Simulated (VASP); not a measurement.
# Si2Se (Pnnm) in VASP: a series of runs

Si2Se is run at these levels: PBE; tasks: single point, relaxation of cell and atoms.

All numbers are computed with VASP 6.6.1; they aren't measurements. Logs are shortened: lines on timing, memory, paths and dates and some standing lists are left out, and cuts for length are marked.

### 1 The cell of the first run

The structure is orthorhombic, space group Pnnm (No. 58). The conventional cell has a = 4.788 Å, b = 5.844 Å, c = 3.648 Å, α = 90.00°, β = 90.00°, γ = 90.00°. Si (site symmetry m) has 10 Si at 2.39 to 3.48 Å and 3 Se at 2.41 to 2.43 Å within 3.5 Å. Se (site symmetry 2/m) has 6 Si at 2.41 to 2.43 Å within 3.2 Å.

### 2 Single point, PBE

File INCAR:

```
PREC     = Accurate       # precision mode
ENCUT    = 520            # plane-wave cutoff, eV
EDIFF    = 1E-7           # SCF threshold, eV
ISMEAR   = 0              # smearing method
SIGMA    = 0.1            # smearing width, eV
LREAL    = False          # projectors in reciprocal space
LASPH    = True           # aspherical terms in the spheres
NELM     = 80             # most SCF steps
ALGO     = Normal         # electronic algorithm
ISIF     = 2              # what is computed and relaxed
LWAVE    = False          # write WAVECAR
LCHARG   = True           # write CHGCAR
GGA      = PE             # functional
LELF     = True           # ELF
LVHAR    = True         
NBANDS   = 23             # bands
```

File KPOINTS:

```
regular mesh
0
Gamma
  4 4 6
```

File POSCAR:

```
Si2Se
1.0
    4.7880727875      0.0000000000      0.0000000000
    0.0000000000      5.8438058864      0.0000000000
    0.0000000000      0.0000000000      3.6480964963
Si Se
4 2
Direct
    0.2004000000      0.3787000000      0.0000000000
    0.7996000000      0.6213000000      0.0000000000
    0.7004000000      0.1213000000      0.5000000000
    0.2996000000      0.8787000000      0.5000000000
    0.0000000000      0.0000000000      0.0000000000
    0.5000000000      0.5000000000      0.5000000000
```

Potentials or basis: VASP PAW PBE potentials, release 64 (Si, Se).

Started as:

```console
$ cat potpaw_PBE.64/Si/POTCAR potpaw_PBE.64/Se/POTCAR > POTCAR
$ mpirun -np 1 vasp_std > vasp.out
```

OUTCAR:

```text
PREC = Accurate
   ENCUT = 520
   EDIFF = 1E-7
   ISMEAR = 0
   LREAL = False
   LASPH = True
   NELM = 80
   ISIF = 2
   GGA = PE

 ion  position               nearest neighbor table
   1  0.200  0.379  0.000-   2 2.39   5 2.41   6 2.43   6 2.43
   2  0.800  0.621  0.000-   1 2.39   5 2.41   6 2.43   6 2.43
   3  0.700  0.121  0.500-   4 2.39   6 2.41   5 2.43   5 2.43
   4  0.300  0.879  0.500-   3 2.39   6 2.41   5 2.43   5 2.43
   5  0.000  0.000  0.000-   1 2.41   2 2.41   3 2.43   4 2.43   3 2.43   4 2.43
   6  0.500  0.500  0.500-   3 2.41   4 2.41   1 2.43   2 2.43   1 2.43   2 2.43

  LATTYP: Found a simple orthorhombic cell.
 ALAT       =     3.6480964963
 B/A-ratio  =     1.3124852351
 C/A-ratio  =     1.6018781006

  Lattice vectors:

 A1 = (   0.0000000000,   0.0000000000,   3.6480964963)
 A2 = (   4.7880727875,   0.0000000000,   0.0000000000)
 A3 = (   0.0000000000,   5.8438058864,   0.0000000000)

Analysis of symmetry for initial positions (statically):
=====================================================================
 Subroutine PRICEL returns:
 Original cell was already a primitive cell.

 Routine SETGRP: Setting up the symmetry group for a
 simple orthorhombic supercell.

 Subroutine GETGRP returns: Found  8 space group operations
 (whereof  4 operations were pure point group operations)
 out of a pool of  8 trial point group operations.

The static configuration has the point symmetry C_2h.
 The point group associated with its full space group is D_2h.

Analysis of symmetry for dynamics (positions and initial velocities):
=====================================================================
 Subroutine PRICEL returns:
 Original cell was already a primitive cell.

 Routine SETGRP: Setting up the symmetry group for a
 simple orthorhombic supercell.

 Subroutine GETGRP returns: Found  8 space group operations
 (whereof  4 operations were pure point group operations)
 out of a pool of  8 trial point group operations.

The dynamic configuration has the point symmetry C_2h.
 The point group associated with its full space group is D_2h.

 Subroutine INISYM returns: Found  8 space group operations
 (whereof  4 operations are pure point group operations),
 and found     1 'primitive' translations

----------------------------------------------------------------------------------------

                                     Primitive cell

  volume of cell :     102.0758

  direct lattice vectors                    reciprocal lattice vectors
     4.788072787  0.000000000  0.000000000     0.208852297  0.000000000  0.000000000
     0.000000000  5.843805886  0.000000000     0.000000000  0.171121358  0.000000000
     0.000000000  0.000000000  3.648096496     0.000000000  0.000000000  0.274115556

  length of vectors
     4.788072787  5.843805886  3.648096496     0.208852297  0.171121358  0.274115556

  position of ions in fractional coordinates (direct lattice)
     0.200400000  0.378700000  0.000000000
     0.799600000  0.621300000  0.000000000
     0.700400000  0.121300000  0.500000000
     0.299600000  0.878700000  0.500000000
     0.000000000  0.000000000  0.000000000
     0.500000000  0.500000000  0.500000000

  ion indices of the primitive-cell ions
   primitive index   ion index
                 1           1
                 2           2
                 3           3
                 4           4
                 5           5
                 6           6

----------------------------------------------------------------------------------------

 KPOINTS: regular mesh

Automatic generation of k-mesh.
 Grid dimensions read from file:
 generate k-points for:    4    4    6

 Generating k-lattice:

  Cartesian coordinates                     Fractional coordinates (reciprocal lattice)
     0.052213074  0.000000000  0.000000000     0.250000000  0.000000000  0.000000000
     0.000000000  0.042780340  0.000000000     0.000000000  0.250000000  0.000000000
     0.000000000  0.000000000  0.045685926     0.000000000  0.000000000  0.166666667

  Length of vectors
     0.052213074  0.042780340  0.045685926

  Shift w.r.t. Gamma in fractional coordinates (k-lattice)
     0.000000000  0.000000000  0.000000000

 Subroutine IBZKPT returns following result:
 ===========================================

 Found     36 irreducible k-points:

 Following reciprocal coordinates:
            Coordinates               Weight
  0.000000  0.000000  0.000000      1.000000
  0.250000  0.000000  0.000000      2.000000
  0.500000  0.000000  0.000000      1.000000
  0.000000  0.250000  0.000000      2.000000
  0.250000  0.250000  0.000000      4.000000
  0.500000  0.250000  0.000000      2.000000
[... 16 lines left out ...]
  0.250000  0.250000  0.333333      8.000000
  0.500000  0.250000  0.333333      4.000000
 [... further k-points ...]
   k-points           NKPTS =     36   k-points in BZ     NKDIM =     36   number of bands    NBANDS=     23
   number of dos      NEDOS =    301   number of ions     NIONS =      6
   total plane-waves  NPLWV =  48384
   dimension x,y,z NGX =    36 NGY =   48 NGZ =   28
   dimension x,y,z NGXF=    72 NGYF=   96 NGZF=   56
   ions per type =               4   2
   NGX,Y,Z   is equivalent  to a cutoff of  12.50, 13.66, 12.76 a.u.
   NGXF,Y,Z  is equivalent  to a cutoff of  25.00, 27.31, 25.52 a.u.
 SYSTEM =  unknown system
   PREC   = accura    normal or accurate (medium, high low for compatibility)
   ISTART =      0    job   : 0-new  1-cont  2-samecut
   ICHARG =      2    charge: 1-file 2-atom 10-const
   ISPIN  =      1    spin polarized calculation?
   LNONCOLLINEAR =      F non collinear calculations
   LSORBIT =      F    spin-orbit coupling
   LASPH  =      T    aspherical Exc in radial PAW
   ENCUT  =  520.0 eV  38.22 Ry    6.18 a.u.   8.90 10.87  6.78*2*pi/ulx,y,z
   NELM   =     80;   NELMIN=  2; NELMDL= -5     # of ELM steps
   EDIFF  = 0.1E-06   stopping-criterion for ELM
   LREAL  =      F    real-space projection
   EDIFFG = 0.1E-05   stopping-criterion for IOM
   NSW    =      0    number of steps for IOM
   IBRION =     -1    ionic relax: 0-MD 1-quasi-New 2-CG
   NFREE  =      0    steps in history (QN), initial steepest desc. (CG)
   ISIF   =      2    stress and relaxation
   ISYM   =      2    0-nonsym 1-usesym 2-fastsym
   POTIM  = 0.5000    time-step for ionic-motion
   TEBEG  =    0.0;   TEEND  =   0.0 temperature during run
   PSTRESS=    0.0 pullay stress
   NELECT =      28.0000    total number of electrons
   NUPDOWN=      -1.0000    fix difference up-down
   EMIN   =  10.00;   EMAX   =-10.00  energy-range for DOS
   EFERMI =   0.00;   METHOD = LEGACY
   ISMEAR =     0;   SIGMA  =   0.10  broadening in eV -4-tet -1-fermi 0-gaus
   EFERMI_NEDOS =   21; number of points for ismear=-14 and -15
   IALGO  =     38    algorithm
   IMIX   =      4    mixing-type and parameters
     AMIX     =   0.40;   BMIX     =  1.00
     AMIX_MAG =   1.60;   BMIX_MAG =  1.00
  volume/ion in A,a.u.               =      17.01       114.81
  Fermi-wavevector in a.u.,A,eV,Ry     =   1.063702  2.010105 15.394469  1.131462
  Thomas-Fermi vector in A             =   2.199196
   LORBIT       =      0    0 simple, 1 ext, 2 COOP (PROOUT), +10 PAW based schemes
   GGA     = PE    functional components
   LHFCALC =     F    Hartree Fock is set to
   AEXX    =    0.0000 exact exchange contribution
   IVDW    =     0    specifies the selected vdW correction
   LEPSILON=     F    determine dielectric tensor
   LRPA    =     F    only Hartree local field effects (RPA)
 non-spin polarized calculation
 Gauss-broadening in eV      SIGMA  =   0.10
  energy-cutoff  :      520.00
  volume of cell :      102.08
 maximum number of plane-waves:      2776
 NGX is ok and might be reduce to    36
   NGX = 17   NGY = 21   NGZ = 13

 number of electron      27.9999998 magnetization

 Free energy of the ion-electron system (eV)
  ---------------------------------------------------
  ext. energy  EPLUGINS =         0.00000000
  ---------------------------------------------------
  free energy    TOTEN  =       -23.33246044 eV

  energy without entropy =      -23.31448026  energy(sigma->0) =      -23.32347035

 E-fermi :   8.3881     XC(G=0): -10.6209

 val. band max:        8.3831205605   @ k =   0.0000   0.2500   0.1667
 cond. band min:       8.3903203109   @ k =   0.0000   0.0000   0.5000
 fundamental gap:      0.0071997504
 Fermi energy:         8.3880768160

 k-point     1 :       0.0000    0.0000    0.0000
  band No.  band energies     occupation
      1      -8.8406      2.00000
      2      -7.5399      2.00000
      3      -1.5814      2.00000
      4      -0.5434      2.00000
      5       0.3349      2.00000
      6       1.4008      2.00000
[... 15 lines left out ...]
     22      12.5614      0.00000
     23      12.8950      0.00000

 k-point     2 :       0.2500    0.0000    0.0000
  band No.  band energies     occupation
      1      -8.6323      2.00000
      2      -7.6845      2.00000
      3      -1.5454      2.00000
      4      -1.3247      2.00000
      5      -0.2550      2.00000
      6       1.0410      2.00000
[... 15 lines left out ...]
     22      12.1906      0.00000
     23      12.8973      0.00000

 k-point     3 :       0.5000    0.0000    0.0000
  band No.  band energies     occupation
      1      -8.1310      2.00000
      2      -8.1310      2.00000
      3      -1.6405      2.00000
      4      -1.6405      2.00000
      5      -0.1764      2.00000
      6      -0.1764      2.00000
[... 15 lines left out ...]
     22      11.9485      0.00000
     23      13.2047      0.00000
[... 495 lines left out ...]
 k-point    23 :       0.2500    0.2500    0.3333
  band No.  band energies     occupation
      1      -7.7679      2.00000
      2      -7.3217      2.00000
      3      -1.8892      2.00000
      4      -1.4956      2.00000
      5      -0.6149      2.00000
      6       0.4420      2.00000
[... 15 lines left out ...]
     22      14.0151      0.00000
     23      14.1494      0.00000

 k-point    24 :       0.5000    0.2500    0.3333
  band No.  band energies     occupation
      1      -7.4928      2.00000
      2      -7.4928      2.00000
      3      -1.4671      2.00000
      4      -1.4671      2.00000
      5      -0.7599      2.00000
      6      -0.7599      2.00000
[... 15 lines left out ...]
     22      13.3397      0.00000
     23      14.3334      0.00000

 [... further k-points ...]

------------------------ aborting loop because EDIFF is reached ----------------------------------------

  FORCE on cell =-STRESS in cart. coord.  units (eV):
  Direction    XX          YY          ZZ          XY          YZ          ZX
  --------------------------------------------------------------------------------------
  -------------------------------------------------------------------------------------
  Total       11.3738519     14.1608595     10.6965971     -0.0000000      0.0000000      0.0000000
  in kB      178.5234650    222.2682107    167.8933042     -0.0000000      0.0000000      0.0000000
  external PRESSURE =     189.5616600 kB  Pullay stress =       0.0000000 kB

 VOLUME and BASIS-vectors are now :
 -----------------------------------------------------------------------------
  energy-cutoff  :      520.00
  volume of cell :      102.08
      direct lattice vectors                 reciprocal lattice vectors
     4.788072787  0.000000000  0.000000000     0.208852297  0.000000000  0.000000000
     0.000000000  5.843805886  0.000000000     0.000000000  0.171121358  0.000000000
     0.000000000  0.000000000  3.648096496     0.000000000  0.000000000  0.274115556

 POSITION                                       TOTAL-FORCE (eV/Angst)
 -----------------------------------------------------------------------------------
      0.95953      2.21305      0.00000        -1.203526      0.263211      0.000000
      3.82854      3.63076      0.00000         1.203526     -0.263211     -0.000000
      3.35357      0.70885      1.82405        -1.203526     -0.263211      0.000000
      1.43451      5.13495      1.82405         1.203526      0.263211     -0.000000
      0.00000      0.00000      0.00000         0.000000      0.000000      0.000000
      2.39404      2.92190      1.82405         0.000000      0.000000      0.000000
 -----------------------------------------------------------------------------------
    total drift:                                0.000000      0.000000      0.000000

  FREE ENERGIE OF THE ION-ELECTRON SYSTEM (eV)
  ---------------------------------------------------
  free  energy   TOTEN  =       -23.3324604387 eV

  energy  without entropy=      -23.3144802615  energy(sigma->0) =      -23.32347035
```

It took 82 s on 1 thread of Intel Xeon 8259CL, shared host; peak memory 0.21 GiB.

What came out:

* Free energy: -23.3325 eV
* Pressure: 19.0 GPa
* Largest force: 1.232 eV/Å
* Band gap on the k mesh: zero (bands 14 and 15 overlap by 1.94 eV)

Forces on the atoms (eV/Å):
```
Si  -1.204  0.263  0.000
Si   1.204 -0.263  0.000
Si  -1.204 -0.263  0.000
Si   1.204  0.263  0.000
Se   0.000  0.000  0.000
Se   0.000  0.000  0.000
```

Caveat: the stress differs along the axes, from 17 to 22 GPa; forces of over 1 eV/Å act on the atoms, so gaps and moduli don't describe the material at rest.

### 3 Single point, PBE

This run uses another cell than the first one, of 19.50 Å³/atom.

File INCAR:

```
  PREC = Accurate
  ENCUT = 520
  EDIFF = 1E-7
  ISMEAR = 0
  SIGMA = 0.1
  LREAL = False
  LASPH = True
  NELM = 80
  ALGO = Normal
  ISIF = 2
  LWAVE = False
  LCHARG = False
  GGA = PE
  NBANDS = 23
```

KPOINTS is that of step 2.

File POSCAR:

```
Si2Se
1.0
    4.9595621883      0.0000000000      0.0000000000
    0.0000000000      7.2142496614      0.0000000000
    0.0000000000      0.0000000000      3.2702695278
Si Se
4 2
Direct
    0.1418024599      0.3596743505      0.0000000000
    0.8581975401      0.6403256495      0.0000000000
    0.6418024599      0.1403256495      0.5000000000
    0.3581975401      0.8596743505      0.5000000000
    0.0000000000      0.0000000000      0.0000000000
    0.5000000000      0.5000000000      0.5000000000
```

Potentials or basis: VASP PAW PBE potentials, release 64 (Si, Se).

Started as:

```console
$ cat potpaw_PBE.64/Si/POTCAR potpaw_PBE.64/Se/POTCAR > POTCAR
$ mpirun -np 1 vasp_std > vasp.out
```

It took 72 s on 1 thread of Intel Xeon 8259CL, shared host; peak memory 0.23 GiB.

Results (log left out):

```yaml
Free_energy: -25.3517 eV
Pressure: 0.0 GPa
Largest_force: 0.017 eV/Å
Band_gap_on_the_k_mesh: zero (bands 14 and 15 overlap by 2.12 eV)
```

Forces in eV/Å, atoms in the order of the input:
```
Si  -0.001 -0.017  0.000
Si   0.001  0.017  0.000
Si  -0.001  0.017  0.000
Si   0.001 -0.017  0.000
Se   0.000  0.000  0.000
Se   0.000  0.000  0.000
```

Stress tensor (GPa, compression positive):
```
 0.13  0.00  0.00
 0.00 -0.16  0.00
 0.00  0.00  0.06
```

Levels at points of the mesh, in eV from the Fermi level:
```
           k point  band 11  band 12  band 13  band 14  band 15  band 16  band 17  band 18
(0.00, 0.00, 0.00)    -1.79    -1.35    -1.15     1.05     1.96     2.58     2.72     3.12
(0.50, 0.00, 0.00)    -1.50    -1.50    -0.71    -0.71     1.23     1.23     2.45     2.45
(0.00, 0.50, 0.00)    -1.75    -1.75    -0.61    -0.61     2.96     2.96     3.77     3.77
(0.50, 0.50, 0.00)    -1.49    -1.49     0.21     0.21     2.23     2.23     2.53     2.53
(0.00, 0.00, 0.50)    -2.40    -2.40    -2.13    -2.13    -0.17    -0.17     0.62     0.62
(0.50, 0.00, 0.50)    -2.59    -2.59     0.53     0.53     0.95     0.95     1.67     1.67
(0.00, 0.50, 0.50)    -3.37    -3.37    -2.31    -2.31    -0.67    -0.67     1.62     1.62
(0.50, 0.50, 0.50)    -2.86    -2.86    -0.75    -0.75    -0.74    -0.74     2.23     2.23
```

(Continued in part 2 of 2.)

The gap in the log of VASP goes by the Fermi energy; the results here count the filled bands.